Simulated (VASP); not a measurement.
# CdSe (F-43m) in VASP: further runs, part 2 of 3

VASP 6.6.1.

### Step 5. Single point, LDA

This run uses another cell than the first one, of 24.62 Å³/atom, 0.964 times its volume.

The input, INCAR:

```
ALGO = Normal
EDIFF = 1E-6
ENCUT = 520
ISIF = 2
ISMEAR = 0
LASPH = T
LCHARG = T
LELF = T
LREAL = F
LVHAR = T
LWAVE = F
NBANDS = 16
NELM = 80
PREC = Accurate
SIGMA = 0.01
```

The input, KPOINTS:

```
k-points
0
Gamma
  6 6 6
```

The input, POSCAR:

```
CdSe
1.0
    2.9091434370      2.9091434370      0.0000000000
   -2.9091434370      2.9091434370      0.0000000000
    0.0000000000      2.9091434370      2.9091434370
Cd Se
1 1
Direct
    0.0000000000      0.0000000000      0.0000000000
    0.7500000000      0.2500000000      0.5000000000
```

Potentials or basis: VASP PAW LDA potentials, release 64 (Cd, Se).

On the command line:

```bash
> cat potpaw_LDA.64/Cd/POTCAR potpaw_LDA.64/Se/POTCAR > POTCAR
> mpirun -np 1 vasp_std > vasp.out
```

OUTCAR:

```text
EDIFF = 1E-6
   ENCUT = 520
   ISIF = 2
   ISMEAR = 0
   LASPH = T
   LREAL = F
   NELM = 80
   PREC = Accurate

 ion  position               nearest neighbor table
   1  0.000  0.000  0.000-   2 2.52   2 2.52   2 2.52   2 2.52
   2  0.750  0.250  0.500-   1 2.52   1 2.52   1 2.52   1 2.52

  LATTYP: Found a face centered cubic cell.
 ALAT       =     5.8182868740

  Lattice vectors:

 A1 = (   0.0000000000,   2.9091434370,   2.9091434370)
 A2 = (   2.9091434370,   0.0000000000,   2.9091434370)
 A3 = (   2.9091434370,   2.9091434370,   0.0000000000)

Analysis of symmetry for initial positions (statically):
=====================================================================
 Subroutine PRICEL returns:
 Original cell was already a primitive cell.

 Routine SETGRP: Setting up the symmetry group for a
 face centered cubic supercell.

 Subroutine GETGRP returns: Found 24 space group operations
 (whereof 24 operations were pure point group operations)
 out of a pool of 48 trial point group operations.

The static configuration has the point symmetry T_d .

Analysis of symmetry for dynamics (positions and initial velocities):
=====================================================================
 Subroutine PRICEL returns:
 Original cell was already a primitive cell.

 Routine SETGRP: Setting up the symmetry group for a
 face centered cubic supercell.

 Subroutine GETGRP returns: Found 24 space group operations
 (whereof 24 operations were pure point group operations)
 out of a pool of 48 trial point group operations.

The dynamic configuration has the point symmetry T_d .

 Subroutine INISYM returns: Found 24 space group operations
 (whereof 24 operations are pure point group operations),
 and found     1 'primitive' translations

----------------------------------------------------------------------------------------

                                     Primitive cell

  volume of cell :      49.2408

  direct lattice vectors                    reciprocal lattice vectors
     2.909143437  2.909143437  0.000000000     0.171871897  0.171871897 -0.171871897
    -2.909143437  2.909143437  0.000000000    -0.171871897  0.171871897 -0.171871897
     0.000000000  2.909143437  2.909143437     0.000000000  0.000000000  0.343743793

  length of vectors
     4.114150103  4.114150103  4.114150103     0.297690857  0.297690857  0.343743793

  position of ions in fractional coordinates (direct lattice)
     0.000000000  0.000000000  0.000000000
     0.750000000  0.250000000  0.500000000

  ion indices of the primitive-cell ions
   primitive index   ion index
                 1           1
                 2           2

----------------------------------------------------------------------------------------

 KPOINTS: k-points

Automatic generation of k-mesh.
 Grid dimensions read from file:
 generate k-points for:    6    6    6

 Generating k-lattice:

  Cartesian coordinates                     Fractional coordinates (reciprocal lattice)
     0.028645316  0.028645316 -0.028645316     0.166666667  0.000000000  0.000000000
    -0.028645316  0.028645316 -0.028645316     0.000000000  0.166666667  0.000000000
     0.000000000  0.000000000  0.057290632     0.000000000  0.000000000  0.166666667

  Length of vectors
     0.049615143  0.049615143  0.057290632

  Shift w.r.t. Gamma in fractional coordinates (k-lattice)
     0.000000000  0.000000000  0.000000000

 Subroutine IBZKPT returns following result:
 ===========================================

 Found     16 irreducible k-points:

 Following reciprocal coordinates:
            Coordinates               Weight
  0.000000  0.000000  0.000000      1.000000
  0.166667  0.000000  0.000000      8.000000
  0.333333  0.000000  0.000000      8.000000
  0.500000  0.000000  0.000000      4.000000
  0.166667  0.166667  0.000000     12.000000
  0.333333  0.166667  0.000000     24.000000
[... 8 lines left out ...]
  0.500000  0.333333  0.166667     24.000000
  0.500000  0.500000  0.166667     12.000000
   k-points           NKPTS =     16   k-points in BZ     NKDIM =     16   number of bands    NBANDS=     16
   number of dos      NEDOS =    301   number of ions     NIONS =      2
   total plane-waves  NPLWV =  32768
   dimension x,y,z NGX =    32 NGY =   32 NGZ =   32
   dimension x,y,z NGXF=    64 NGYF=   64 NGZF=   64
   ions per type =               1   1
   NGX,Y,Z   is equivalent  to a cutoff of  12.93, 12.93, 12.93 a.u.
   NGXF,Y,Z  is equivalent  to a cutoff of  25.86, 25.86, 25.86 a.u.
 SYSTEM =  unknown system
   PREC   = accura    normal or accurate (medium, high low for compatibility)
   ISTART =      0    job   : 0-new  1-cont  2-samecut
   ICHARG =      2    charge: 1-file 2-atom 10-const
   ISPIN  =      1    spin polarized calculation?
   LNONCOLLINEAR =      F non collinear calculations
   LSORBIT =      F    spin-orbit coupling
   LASPH  =      T    aspherical Exc in radial PAW
   ENCUT  =  520.0 eV  38.22 Ry    6.18 a.u.   7.65  7.65  7.65*2*pi/ulx,y,z
   NELM   =     80;   NELMIN=  2; NELMDL= -5     # of ELM steps
   EDIFF  = 0.1E-05   stopping-criterion for ELM
   LREAL  =      F    real-space projection
   EDIFFG = 0.1E-04   stopping-criterion for IOM
   NSW    =      0    number of steps for IOM
   IBRION =     -1    ionic relax: 0-MD 1-quasi-New 2-CG
   NFREE  =      0    steps in history (QN), initial steepest desc. (CG)
   ISIF   =      2    stress and relaxation
   ISYM   =      2    0-nonsym 1-usesym 2-fastsym
   POTIM  = 0.5000    time-step for ionic-motion
   TEBEG  =    0.0;   TEEND  =   0.0 temperature during run
   PSTRESS=    0.0 pullay stress
   NELECT =      18.0000    total number of electrons
   NUPDOWN=      -1.0000    fix difference up-down
   EMIN   =  10.00;   EMAX   =-10.00  energy-range for DOS
   EFERMI =   0.00;   METHOD = LEGACY
   ISMEAR =     0;   SIGMA  =   0.01  broadening in eV -4-tet -1-fermi 0-gaus
   EFERMI_NEDOS =   21; number of points for ismear=-14 and -15
   IALGO  =     38    algorithm
   IMIX   =      4    mixing-type and parameters
     AMIX     =   0.40;   BMIX     =  1.00
     AMIX_MAG =   1.60;   BMIX_MAG =  1.00
  volume/ion in A,a.u.               =      24.62       166.15
  Fermi-wavevector in a.u.,A,eV,Ry     =   1.170552  2.212022 18.642578  1.370191
  Thomas-Fermi vector in A             =   2.307008
   LORBIT       =      0    0 simple, 1 ext, 2 COOP (PROOUT), +10 PAW based schemes
   GGA     = CA    functional components
   LHFCALC =     F    Hartree Fock is set to
   AEXX    =    0.0000 exact exchange contribution
   IVDW    =     0    specifies the selected vdW correction
   LEPSILON=     F    determine dielectric tensor
   LRPA    =     F    only Hartree local field effects (RPA)
 non-spin polarized calculation
 Gauss-broadening in eV      SIGMA  =   0.01
  energy-cutoff  :      520.00
  volume of cell :       49.24
 maximum number of plane-waves:      1363
 NGX is ok and might be reduce to    32
   NGX = 15   NGY = 15   NGZ = 15

 number of electron      18.0000003 magnetization

 Free energy of the ion-electron system (eV)
  ---------------------------------------------------
  ext. energy  EPLUGINS =         0.00000000
  ---------------------------------------------------
  free energy    TOTEN  =        -6.63790875 eV

  energy without entropy =       -6.63790875  energy(sigma->0) =       -6.63790875

 E-fermi :   2.0829     XC(G=0):  -9.8911

 val. band max:        2.0121828810   @ k =   0.0000   0.0000   0.0000
 cond. band min:       2.6412520693   @ k =   0.0000   0.0000   0.0000
 fundamental gap:      0.6290691883
 Fermi energy:         2.0828622107

 k-point     1 :       0.0000    0.0000    0.0000
  band No.  band energies     occupation
      1     -11.4879      2.00000
      2      -6.5187      2.00000
      3      -6.5187      2.00000
      4      -6.5187      2.00000
      5      -5.9756      2.00000
      6      -5.9756      2.00000
[... 8 lines left out ...]
     15      13.4050      0.00000
     16      13.4050      0.00000
[... 267 lines left out ...]
 k-point    16 :       0.5000    0.5000    0.1667
  band No.  band energies     occupation
      1     -10.8159      2.00000
      2      -6.2801      2.00000
      3      -6.2150      2.00000
      4      -6.0734      2.00000
      5      -5.9390      2.00000
      6      -5.3288      2.00000
[... 8 lines left out ...]
     15      15.2281      0.00000
     16      15.4877      0.00000

------------------------ aborting loop because EDIFF is reached ----------------------------------------

  FORCE on cell =-STRESS in cart. coord.  units (eV):
  Direction    XX          YY          ZZ          XY          YZ          ZX
  --------------------------------------------------------------------------------------
  -------------------------------------------------------------------------------------
  Total        2.3843177      2.3843177      2.3843177      0.0000000     -0.0000000      0.0000000
  in kB       77.5799169     77.5799169     77.5799169      0.0000000     -0.0000000      0.0000000
  external PRESSURE =      77.5799169 kB  Pullay stress =       0.0000000 kB

 VOLUME and BASIS-vectors are now :
 -----------------------------------------------------------------------------
  energy-cutoff  :      520.00
  volume of cell :       49.24
      direct lattice vectors                 reciprocal lattice vectors
     2.909143437  2.909143437  0.000000000     0.171871897  0.171871897 -0.171871897
    -2.909143437  2.909143437  0.000000000    -0.171871897  0.171871897 -0.171871897
     0.000000000  2.909143437  2.909143437     0.000000000  0.000000000  0.343743793

 POSITION                                       TOTAL-FORCE (eV/Angst)
 -----------------------------------------------------------------------------------
      0.00000      0.00000      0.00000         0.000000      0.000000      0.000000
      1.45457      4.36372      1.45457        -0.000000     -0.000000      0.000000
 -----------------------------------------------------------------------------------
    total drift:                               -0.000000     -0.000000      0.000000

  FREE ENERGIE OF THE ION-ELECTRON SYSTEM (eV)
  ---------------------------------------------------
  free  energy   TOTEN  =        -6.6379087500 eV

  energy  without entropy=       -6.6379087500  energy(sigma->0) =       -6.63790875
```

OSZICAR:

```text
N       E                     dE             d eps       ncg     rms          rms(c)
DAV:   1     0.110507863293E+03    0.11051E+03   -0.90294E+03   512   0.103E+03
DAV:   2    -0.309914163350E+01   -0.11361E+03   -0.10796E+03   624   0.257E+02
DAV:   3    -0.700178011915E+01   -0.39026E+01   -0.38967E+01   600   0.504E+01
DAV:   4    -0.701690092155E+01   -0.15121E-01   -0.15120E-01   672   0.310E+00
DAV:   5    -0.701699070167E+01   -0.89780E-04   -0.89780E-04   608   0.204E-01    0.847E+00
DAV:   6    -0.667228078375E+01    0.34471E+00   -0.49826E-01   760   0.101E+01    0.631E+00
DAV:   7    -0.664079865884E+01    0.31482E-01   -0.14884E-01   632   0.279E+00    0.238E+00
DAV:   8    -0.663823977713E+01    0.25589E-02   -0.17325E-02   552   0.172E+00    0.247E-01
DAV:   9    -0.663791976745E+01    0.32001E-03   -0.16392E-03   624   0.580E-01    0.548E-02
DAV:  10    -0.663790556341E+01    0.14204E-04   -0.10714E-04   632   0.143E-01    0.290E-02
DAV:  11    -0.663790898160E+01   -0.34182E-05   -0.13497E-05   632   0.321E-02    0.733E-03
DAV:  12    -0.663790875000E+01    0.23160E-06   -0.14728E-06   368   0.192E-02
   1 F= -.66379087E+01 E0= -.66379087E+01  d E =-.157958E-25
```

Run time: 6.5 s. Hardware: 1 thread of Intel Xeon 6975P-C, shared host; peak memory 0.16 GiB.

Results:

```
Free energy            : -6.6379 eV
Pressure               : 7.8 GPa
Band gap on the k mesh : 0.63 eV, direct
```

(Part 2 of 3 ends here.)
